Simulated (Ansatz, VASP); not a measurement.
**WS2: VASP beside Ansatz**

INCAR

```
SYSTEM = WS2
ALGO = Normal ; EDIFF = 1E-6
ENCUT = 520 ; GGA = CA
ISIF = 2 ; ISMEAR = 0
LASPH = .TRUE. ; LCHARG = .FALSE.
LREAL = .FALSE. ; LWAVE = .FALSE.
NBANDS = 35 ; NELM = 80
PREC = Accurate ; SIGMA = 0.05
```

Contents of KPOINTS:

```
k-points
0
G
  12 12 4
  0 0 0
```

POSCAR

```
WS2
1.0
    3.1812289120      0.0000000000      0.0000000000
   -1.5906144560      2.7550250530      0.0000000000
    0.0000000000      0.0000000000     12.3643864273
W S
2 4
Direct
    0.3333333333      0.6666666667      0.2500000000
    0.6666666667      0.3333333333      0.7500000000
    0.3333333333      0.6666666667      0.6351502730
    0.6666666667      0.3333333333      0.1351502730
    0.3333333333      0.6666666667      0.8648497270
    0.6666666667      0.3333333333      0.3648497270
```

Input for Ansatz:

```yaml
crystal:
  lattice:
    - [3.181228912, 0.0, 0.0]
    - [-1.590614456, 2.755025053, 0.0]
    - [0.0, 0.0, 12.3643864273]
  atoms:
    - { symbol: W, position: [0.3333333333, 0.6666666667, 0.25] }
    - { symbol: W, position: [0.6666666667, 0.3333333333, 0.75] }
    - { symbol: S, position: [0.3333333333, 0.6666666667, 0.635150273] }
    - { symbol: S, position: [0.6666666667, 0.3333333333, 0.135150273] }
    - { symbol: S, position: [0.3333333333, 0.6666666667, 0.864849727] }
    - { symbol: S, position: [0.6666666667, 0.3333333333, 0.364849727] }
basis:
  ecutwfc: 420
kpoints:
  mp_grid: { grid: [12, 12, 4] }
hamiltonian:
  xc: lda
  pseudopotentials: { kind: paw, azcp: { folder: soft_1 } }
scf:
  occupations: { method: gaussian, width: 0.05 }
output:
  forces: true
  stress: true
  eigenvalues: true
```

Alike in both runs: task single point; functional LDA; k mesh 12 × 12 × 4; occupations gaussian, width 0.05 eV; no spin polarisation.

```csv
,VASP,Ansatz
version,VASP 6.6.1,Ansatz 0.2.0
potentials or method,"VASP PAW LDA potentials, release 64 (W_sv, S), cutoff 520 eV","scalar-relativistic, plane waves, PAW"
valence electrons in the cell,52,52
```

|  | VASP | Ansatz | Ansatz less VASP |
| --- | --- | --- | --- |
| gap on the k mesh at the Fermi level (eV) | none | none | - |
| pressure (GPa) | 11.6 | 11.3 | -0.36 |
| traceless stress, the component that is largest in VASP (GPa) | 12.30 | 12.33 | +0.025 |
| rms of the force components (eV/Å) | 1.422 | 1.399 | -0.0230 |

Ansatz warns that its potentials were made for another functional, while VASP's fit it. LDA's correlation is that of Perdew and Zunger in VASP and of Perdew and Wang (1992) in Ansatz. Atom by atom the forces differ by 0.023 eV/Å (rms over components). A gap of «none» marks a metal or a gap that the smearing closes.

Spin-orbit coupling is off throughout.
